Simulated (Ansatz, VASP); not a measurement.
**NiGe3: VASP beside Ansatz**

File INCAR:

```
PREC = Accurate
ENCUT = 600
EDIFF = 1E-6
ISMEAR = 0
SIGMA = 0.1
LREAL = F
LASPH = T
NELM = 60
ALGO = Normal
ISIF = 3
LWAVE = F
LCHARG = F
GGA = PS
IBRION = 2
NSW = 100
EDIFFG = -0.05
```

File KPOINTS:

```
Automatic mesh
0
Gamma
  6 6 6
```

File POSCAR:

```
NiGe3
1.0
    0.0000000000      3.0355576021      3.0355576021
    3.0355576021      0.0000000000      3.0355576021
    3.0355576021      3.0355576021      0.0000000000
Ge Ni
3 1
Direct
    0.2500000000      0.2500000000      0.2500000000
    0.7500000000      0.7500000000      0.7500000000
    0.5000000000      0.5000000000      0.5000000000
    0.0000000000      0.0000000000      0.0000000000
```

Input for Ansatz:

```yaml
crystal:
  lattice:
    - [0.0, 3.0355576021, 3.0355576021]
    - [3.0355576021, 0.0, 3.0355576021]
    - [3.0355576021, 3.0355576021, 0.0]
  atoms:
    - { symbol: Ge, position: [0.25, 0.25, 0.25] }
    - { symbol: Ge, position: [0.75, 0.75, 0.75] }
    - { symbol: Ge, position: [0.5, 0.5, 0.5] }
    - { symbol: Ni, position: [0.0, 0.0, 0.0] }
basis:
  ecutwfc: 420
kpoints:
  mp_grid: { grid: [6, 6, 6] }
hamiltonian:
  xc: pbesol
scf:
  occupations: { method: gaussian, width: 0.1 }
output:
  forces: true
  stress: true
  eigenvalues: true
relax:
  adjacent_minimum: "off"
  f_tol: 0.05
  max_steps: 80
  cell: { stress_tol: 0.5 }
```

Alike in both runs: task relaxation of cell and atoms; functional PBEsol; k mesh 6 × 6 × 6; occupations gaussian, width 0.1 eV; no spin polarisation.

```csv
,VASP,Ansatz
version,VASP 6.6.1,Ansatz 0.2.0
potentials or method,"VASP PAW PBE potentials, release 64 (Ge_d, Ni), cutoff 600 eV","scalar-relativistic, plane waves, PAW"
valence electrons in the cell,52,60
```

```tsv
	VASP	Ansatz	Ansatz less VASP
gap on the k mesh at the Fermi level, each at its own relaxed structure (eV)	none	none	-
relaxed volume (Å³/atom)	15.66	15.59	-0.064
relaxed cell length with the largest relative difference (Å)	4.458	4.452	-0.0061
```

VASP's potentials were made for PBE, not for PBEsol. A gap of «none» marks a metal or a gap that the smearing closes. VASP's potentials hold 52 valence electrons a cell and Ansatz's 60, so a difference there can come from the potentials and not from the codes.
